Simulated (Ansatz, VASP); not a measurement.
**Cs: VASP beside Ansatz**

```
Cs
1.0
     5.41103    0.00000    0.00000
     0.00000    5.41103    0.00000
     0.00000    0.00000    7.89971
Cs
2
Direct
  0.00000 0.00000 0.00000
  0.50000 0.50000 0.50000
```

Change from the starting cell: strain along c alone, the other axes held, atoms relaxed: -1.0 %.

Alike in both runs: task single point; functional PBE; k mesh 8 × 8 × 6; occupations gaussian, width 0.1 eV; no spin polarisation.

|  | VASP | Ansatz |
| --- | --- | --- |
| version | VASP 6.6.1 | Ansatz 0.2.0 |
| potentials or method | VASP PAW PBE potentials, release 64 (Cs_sv), cutoff 520 eV | scalar-relativistic, plane waves, PAW |
| valence electrons in the cell | 18 | 18 |

|  | VASP | Ansatz | Ansatz less VASP |
| --- | --- | --- | --- |
| gap on the k mesh at the Fermi level (eV) | none | none | - |
| pressure (GPa) | 0.0 | 0.0 | +0.01 |

A gap of «none» marks a metal or a gap that the smearing closes. The functional is the same, so the differences come from potentials, cutoffs and numerics.

Spin-orbit coupling is off throughout.
